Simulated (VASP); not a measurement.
# Te2Mo in VASP: further runs, part 2 of 2

VASP 6.6.1.

**4. Single point, LDA**

Contents of INCAR:

```
PREC = Accurate
ENCUT = 520
EDIFF = 1E-7
ISMEAR = -1
SIGMA = 0.05
LREAL = F
LASPH = T
NELM = 100
ALGO = Normal
ISIF = 2
LWAVE = F
LCHARG = F
NBANDS = 49
```

Contents of KPOINTS:

```
regular mesh
0
Gamma
  9 9 1
```

Contents of POSCAR:

```
Te2Mo
1.0
    3.4709344322      0.0000000000      0.0000000000
   -1.7354672161      3.0059173931      0.0000000000
    0.0000000000      0.0000000000     30.2044946069
Te Mo
6 3
Direct
    0.0000000000      0.0000000000      0.0594891910
    0.3333333333      0.6666666667      0.2871560216
    0.3333333333      0.6666666667      0.8317079252
    0.3333333333      0.6666666667      0.1682920748
    0.3333333333      0.6666666667      0.7128439784
    0.0000000000      0.0000000000      0.9405108090
    0.3333333333      0.6666666667      0.0000000000
    0.0000000000      0.0000000000      0.2278203950
    0.0000000000      0.0000000000      0.7721796050
```

Potentials or basis: VASP PAW LDA potentials, release 64 (Te, Mo_sv).

Launch:

```
$ cat potpaw_LDA.64/Te/POTCAR potpaw_LDA.64/Mo_sv/POTCAR > POTCAR
$ mpirun -np 1 vasp_std > vasp.out
```

OUTCAR:

```text
PREC = Accurate
   ENCUT = 520
   EDIFF = 1E-7
   ISMEAR = -1
   LREAL = F
   LASPH = T
   NELM = 100
   ISIF = 2

 ion  position               nearest neighbor table
   1  0.000  0.000  0.059-   7 2.69   7 2.69   7 2.69   6 3.59
   2  0.333  0.667  0.287-   8 2.69   8 2.69   8 2.69   4 3.59
   3  0.333  0.667  0.832-   9 2.69   9 2.69   9 2.69   5 3.59
   4  0.333  0.667  0.168-   8 2.69   8 2.69   8 2.69   2 3.59
   5  0.333  0.667  0.713-   9 2.69   9 2.69   9 2.69   3 3.59
   6  0.000  0.000  0.941-   7 2.69   7 2.69   7 2.69   1 3.59
   7  0.333  0.667  0.000-   1 2.69   6 2.69   1 2.69   6 2.69   1 2.69   6 2.69
   8  0.000  0.000  0.228-   2 2.69   2 2.69   2 2.69   4 2.69   4 2.69   4 2.69
   9  0.000  0.000  0.772-   5 2.69   5 2.69   5 2.69   3 2.69   3 2.69   3 2.69

  LATTYP: Found a hexagonal cell.
 ALAT       =     3.4709344322
 C/A-ratio  =     8.7021219205

  Lattice vectors:

 A1 = (   3.4709344322,   0.0000000000,   0.0000000000)
 A2 = (  -1.7354672161,   3.0059173931,   0.0000000000)
 A3 = (   0.0000000000,   0.0000000000,  30.2044946069)

Analysis of symmetry for initial positions (statically):
=====================================================================
 Subroutine PRICEL returns:
 Original cell was already a primitive cell.

 Routine SETGRP: Setting up the symmetry group for a
 hexagonal supercell.

 Subroutine GETGRP returns: Found 12 space group operations
 (whereof 12 operations were pure point group operations)
 out of a pool of 24 trial point group operations.

The static configuration has the point symmetry D_3h.

Analysis of symmetry for dynamics (positions and initial velocities):
=====================================================================
 Subroutine PRICEL returns:
 Original cell was already a primitive cell.

 Routine SETGRP: Setting up the symmetry group for a
 hexagonal supercell.

 Subroutine GETGRP returns: Found 12 space group operations
 (whereof 12 operations were pure point group operations)
 out of a pool of 24 trial point group operations.

The dynamic configuration has the point symmetry D_3h.

 Subroutine INISYM returns: Found 12 space group operations
 (whereof 12 operations are pure point group operations),
 and found     1 'primitive' translations

----------------------------------------------------------------------------------------

                                     Primitive cell

  volume of cell :     315.1338

  direct lattice vectors                    reciprocal lattice vectors
     3.470934432  0.000000000  0.000000000     0.288106854  0.166338570  0.000000000
    -1.735467216  3.005917393  0.000000000     0.000000000  0.332677140  0.000000000
     0.000000000  0.000000000 30.204494607     0.000000000  0.000000000  0.033107655

  length of vectors
     3.470934432  3.470934432 30.204494607     0.332677140  0.332677140  0.033107655

  position of ions in fractional coordinates (direct lattice)
     0.000000000  0.000000000  0.059489191
     0.333333333  0.666666667  0.287156022
     0.333333333  0.666666667  0.831707925
     0.333333333  0.666666667  0.168292075
     0.333333333  0.666666667  0.712843978
     0.000000000  0.000000000  0.940510809
[... 51 lines left out ...]
  0.333333  0.111111  0.000000     12.000000
  0.444444  0.111111  0.000000      6.000000
  0.222222  0.222222  0.000000      6.000000
  0.333333  0.222222  0.000000     12.000000
  0.333333  0.333333  0.000000      2.000000
   k-points           NKPTS =     12   k-points in BZ     NKDIM =     12   number of bands    NBANDS=     49
   number of dos      NEDOS =    301   number of ions     NIONS =      9
   total plane-waves  NPLWV = 188160
   dimension x,y,z NGX =    28 NGY =   28 NGZ =  240
   dimension x,y,z NGXF=    56 NGYF=   56 NGZF=  480
   ions per type =               6   3
   NGX,Y,Z   is equivalent  to a cutoff of  13.41, 13.41, 13.21 a.u.
   NGXF,Y,Z  is equivalent  to a cutoff of  26.82, 26.82, 26.42 a.u.
 SYSTEM =  unknown system
   PREC   = accura    normal or accurate (medium, high low for compatibility)
   ISTART =      0    job   : 0-new  1-cont  2-samecut
   ICHARG =      2    charge: 1-file 2-atom 10-const
   ISPIN  =      1    spin polarized calculation?
   LNONCOLLINEAR =      F non collinear calculations
   LSORBIT =      F    spin-orbit coupling
   LASPH  =      T    aspherical Exc in radial PAW
   ENCUT  =  520.0 eV  38.22 Ry    6.18 a.u.   6.45  6.45 56.16*2*pi/ulx,y,z
   NELM   =    100;   NELMIN=  2; NELMDL= -5     # of ELM steps
   EDIFF  = 0.1E-06   stopping-criterion for ELM
   LREAL  =      F    real-space projection
   EDIFFG = 0.1E-05   stopping-criterion for IOM
   NSW    =      0    number of steps for IOM
   IBRION =     -1    ionic relax: 0-MD 1-quasi-New 2-CG
   NFREE  =      0    steps in history (QN), initial steepest desc. (CG)
   ISIF   =      2    stress and relaxation
   ISYM   =      2    0-nonsym 1-usesym 2-fastsym
   POTIM  = 0.5000    time-step for ionic-motion
   TEBEG  =    0.0;   TEEND  =   0.0 temperature during run
   PSTRESS=    0.0 pullay stress
   NELECT =      78.0000    total number of electrons
   NUPDOWN=      -1.0000    fix difference up-down
   EMIN   =  10.00;   EMAX   =-10.00  energy-range for DOS
   EFERMI =   0.00;   METHOD = LEGACY
   ISMEAR =    -1;   SIGMA  =   0.05  broadening in eV -4-tet -1-fermi 0-gaus
   EFERMI_NEDOS =   21; number of points for ismear=-14 and -15
   IALGO  =     38    algorithm
   IMIX   =      4    mixing-type and parameters
     AMIX     =   0.40;   BMIX     =  1.00
     AMIX_MAG =   1.60;   BMIX_MAG =  1.00
  volume/ion in A,a.u.               =      35.01       236.29
  Fermi-wavevector in a.u.,A,eV,Ry     =   1.027877  1.942407 14.374992  1.056532
  Thomas-Fermi vector in A             =   2.161845
   LORBIT       =      0    0 simple, 1 ext, 2 COOP (PROOUT), +10 PAW based schemes
   GGA     = CA    functional components
   LHFCALC =     F    Hartree Fock is set to
   AEXX    =    0.0000 exact exchange contribution
   IVDW    =     0    specifies the selected vdW correction
   LEPSILON=     F    determine dielectric tensor
   LRPA    =     F    only Hartree local field effects (RPA)
 non-spin polarized calculation
  energy-cutoff  :      520.00
  volume of cell :      315.13
 maximum number of plane-waves:      8573
 NGX is ok and might be reduce to    28
   NGX = 13   NGY = 13   NGZ =113

 number of electron      78.0000003 magnetization

 Free energy of the ion-electron system (eV)
  ---------------------------------------------------
  ext. energy  EPLUGINS =         0.00000000
  ---------------------------------------------------
  free energy    TOTEN  =       -61.73794322 eV

  energy without entropy =      -61.73791461  energy(sigma->0) =      -61.73792892

 E-fermi :   4.6875     XC(G=0):  -7.8116

 val. band max:        4.2843356180   @ k =   0.0000   0.0000   0.0000
 cond. band min:       5.1311346636   @ k =   0.2222   0.2222   0.0000
 fundamental gap:      0.8467990456
 Fermi energy:         4.6874785212

 k-point     1 :       0.0000    0.0000    0.0000
  band No.  band energies     occupation
      1     -56.1385      2.00000
      2     -56.1337      2.00000
      3     -56.1337      2.00000
      4     -30.5288      2.00000
      5     -30.5264      2.00000
      6     -30.5264      2.00000
[... 613 lines left out ...]
     48       6.8098      0.00000
     49       8.1306      0.00000

------------------------ aborting loop because EDIFF is reached ----------------------------------------

  FORCE on cell =-STRESS in cart. coord.  units (eV):
  Direction    XX          YY          ZZ          XY          YZ          ZX
  --------------------------------------------------------------------------------------
  -------------------------------------------------------------------------------------
  Total        0.3107383      0.3107383      0.5597538     -0.0000000      0.0000000      0.0000000
  in kB        1.5798299      1.5798299      2.8458541     -0.0000000      0.0000000      0.0000000
  external PRESSURE =       2.0018380 kB  Pullay stress =       0.0000000 kB

 VOLUME and BASIS-vectors are now :
 -----------------------------------------------------------------------------
  energy-cutoff  :      520.00
  volume of cell :      315.13
      direct lattice vectors                 reciprocal lattice vectors
     3.470934432  0.000000000  0.000000000     0.288106854  0.166338570  0.000000000
    -1.735467216  3.005917393  0.000000000     0.000000000  0.332677140  0.000000000
     0.000000000  0.000000000 30.204494607     0.000000000  0.000000000  0.033107655

 POSITION                                       TOTAL-FORCE (eV/Angst)
 -----------------------------------------------------------------------------------
      0.00000      0.00000      1.79684        -0.000000     -0.000000      0.058005
     -0.00000      2.00394      8.67340         0.000000     -0.000000      0.057529
     -0.00000      2.00394     25.12132        -0.000000      0.000000      0.056748
     -0.00000      2.00394      5.08318        -0.000000      0.000000     -0.056748
     -0.00000      2.00394     21.53109         0.000000     -0.000000     -0.057529
      0.00000      0.00000     28.40765        -0.000000      0.000000     -0.058005
     -0.00000      2.00394      0.00000         0.000000      0.000000     -0.000000
      0.00000      0.00000      6.88120        -0.000000      0.000000     -0.000886
      0.00000      0.00000     23.32329        -0.000000      0.000000      0.000886
 -----------------------------------------------------------------------------------
    total drift:                                0.000001     -0.000000     -0.000000

  FREE ENERGIE OF THE ION-ELECTRON SYSTEM (eV)
  ---------------------------------------------------
  free  energy   TOTEN  =       -61.7379432174 eV

  energy  without entropy=      -61.7379146141  energy(sigma->0) =      -61.73792892
```

It took 7.1 min on 1 thread of AMD EPYC 7R43 (Zen 3), shared host; peak memory 0.38 GiB.

Results:

```yaml
Free_energy: -61.7379 eV
Largest_force: 0.058 eV/Å
Band_gap_on_the_k_mesh: 0.85 eV (least direct gap 1.15 eV)
```

Forces on the atoms (eV/Å):
```
Te   0.000  0.000  0.058
Te   0.000  0.000  0.058
Te   0.000  0.000  0.057
Te   0.000  0.000 -0.057
Te   0.000  0.000 -0.058
Te   0.000  0.000 -0.058
Mo   0.000  0.000  0.000
Mo   0.000  0.000 -0.001
Mo   0.000  0.000  0.001
```

Caveat: there is no dipole correction, which matters where the two faces differ; spin-orbit coupling is left out, which moves the levels of the heavy elements.

**5. Single point, PBEsol**

This run uses another cell than the first one.

Contents of INCAR:

```
PREC = Accurate
ENCUT = 520
EDIFF = 1E-6
ISMEAR = -1
SIGMA = 0.05
LREAL = False
LASPH = True
NELM = 100
ALGO = Normal
ISIF = 2
LWAVE = False
LCHARG = True
GGA = PS
LELF = True
LVHAR = True
NBANDS = 49
```

Contents of KPOINTS:

```
Automatic mesh
0
Gamma
  9 9 1
```

Contents of POSCAR:

```
Te2Mo
1.0
    3.5624185427      0.0000000000      0.0000000000
   -1.7812092714      3.0851449569      0.0000000000
    0.0000000000      0.0000000000     31.5632657400
Te Mo
6 3
Direct
    0.0000000000      0.0000000000      0.0567620800
    0.3333333333      0.6666666667      0.2889862200
    0.3333333333      0.6666666667      0.8244042500
    0.3333333333      0.6666666667      0.1755957500
    0.3333333333      0.6666666667      0.7110137800
    0.0000000000      0.0000000000      0.9432379200
    0.3333333333      0.6666666667      0.0000000000
    0.0000000000      0.0000000000      0.2323060100
    0.0000000000      0.0000000000      0.7676939900
```

Potentials or basis: VASP PAW PBE potentials, release 64 (Te, Mo_sv).

Launch:

```
$ cat potpaw_PBE.64/Te/POTCAR potpaw_PBE.64/Mo_sv/POTCAR > POTCAR
$ mpirun -np 1 vasp_std > vasp.out
```

Wall time 7.3 min (1 thread of AMD EPYC 7R43 (Zen 3), shared host); peak memory 0.52 GiB.

The run converged. Its results:

- Free energy: -58.8914 eV
- Largest force: 0.148 eV/Å
- Band gap on the k mesh: 0.99 eV (least direct gap 1.00 eV)

Forces in eV/Å, atoms in the order of the input:
```
Te   0.000  0.000 -0.096
Te   0.000  0.000 -0.148
Te   0.000  0.000 -0.069
Te   0.000  0.000  0.069
Te   0.000  0.000  0.148
Te   0.000  0.000  0.096
Mo   0.000  0.000  0.000
Mo   0.000  0.000  0.011
Mo   0.000  0.000 -0.011
```

Levels at points of the mesh, in eV from the valence-band top:
| k point | band 37 | band 38 | band 39 | band 40 | band 41 | band 42 |
| --- | --- | --- | --- | --- | --- | --- |
| (0.00, 0.00, 0.00) | -0.60 | -0.17 | 0.00 | 2.98 | 2.98 | 3.01 |

Caveat: there is no dipole correction, which matters where the two faces differ; the PAW data sets were made with another functional, which shifts forces and pressure a little; spin-orbit coupling is left out, which moves the levels of the heavy elements.

**6. Overview**

| task | level | potentials or basis | cell | k mesh | cutoff (eV) | gap on the mesh (eV) | largest force (eV/Å) |
| --- | --- | --- | --- | --- | --- | --- | --- |
| single point | LDA | VASP PAW LDA potentials, release 64 (Te, Mo_sv) | a = 3.471, b = 3.471, c = 30.198 Å, angles 90.0, 90.0, 120.0°, 9 atoms, atomic positions A | 7 × 7 × 1 | 520 | 0.90 | 0.06 |
| relaxation of cell and atoms | LDA | VASP PAW LDA potentials, release 64 (Te, Mo_sv) | relaxed from a = 3.562, b = 3.562, c = 31.563 Å, angles 90.0, 90.0, 120.0°, 9 atoms, atomic positions B | 7 × 7 × 1 | 600 | 0.90 | 0.01 |
| single point | LDA | VASP PAW LDA potentials, release 64 (Te, Mo_sv) | a = 3.471, b = 3.471, c = 30.204 Å, angles 90.0, 90.0, 120.0°, 9 atoms, atomic positions C | 9 × 9 × 1 | 520 | 0.85 | 0.06 |
| single point | PBEsol | VASP PAW PBE potentials, release 64 (Te, Mo_sv) | a = 3.562, b = 3.562, c = 31.563 Å, angles 90.0, 90.0, 120.0°, 9 atoms, atomic positions B | 9 × 9 × 1 | 520 | 0.99 | 0.15 |

Alike in all rows: no spin polarisation; smearing fermi-dirac 0.05 eV.

Caveats: there is no dipole correction, which matters where the two faces differ; spin-orbit coupling is left out, which moves the levels of the heavy elements; the PAW data sets were made with another functional, which shifts forces and pressure a little (at least some runs).

Total energies depend on the potentials used, so only differences within one code and one set of settings carry meaning.
